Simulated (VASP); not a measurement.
Here is a VASP 6.6.1 calculation.

INCAR

```
SYSTEM = Sb
PREC = Accurate
ENCUT = 520
EDIFF = 1E-6
ISMEAR = -1
SIGMA = 0.03
LREAL = .FALSE.
LASPH = .TRUE.
NELM = 100
ALGO = Normal
ISIF = 2
LWAVE = .FALSE.
LCHARG = .FALSE.
GGA = CA
NBANDS = 12
```

Contents of KPOINTS:

```
Automatic mesh
0
G
  12 12 12
  0 0 0
```

The input POSCAR:

```
Sb
1.0
    2.1755285804      1.2711226823      3.7609612501
   -2.1256720836      1.2496166789      3.7394552467
    0.0063035032     -2.4645793611      3.7315835032
Sb
2
Direct
    0.2336400000      0.2336400000      0.2336400000
    0.7663600000      0.7663600000      0.7663600000
```

Potentials or basis: VASP PAW LDA potentials, release 64 (Sb).

The run is started by

```console
$ cat potpaw_LDA.64/Sb/POTCAR > POTCAR
$ mpirun -np 1 vasp_std > vasp.out
```

Problem. Estimate the band gap on the k mesh.

Solution. Zero (bands 5 and 6 overlap by 0.39 eV).

Problem. Predict the largest force.

Solution. 0.151 eV/Å.

Problem. Predict the pressure.

Solution. -0.5 GPa.

Forces on the atoms (eV/Å):
```
Sb  -0.032 -0.048  0.140
Sb   0.032  0.048 -0.140
```

Caveat: the cell differs from its parent crystal (equal xy, yz and zx shear strains of +1 %); spin-orbit coupling is left out, which moves the levels of the heavy elements.
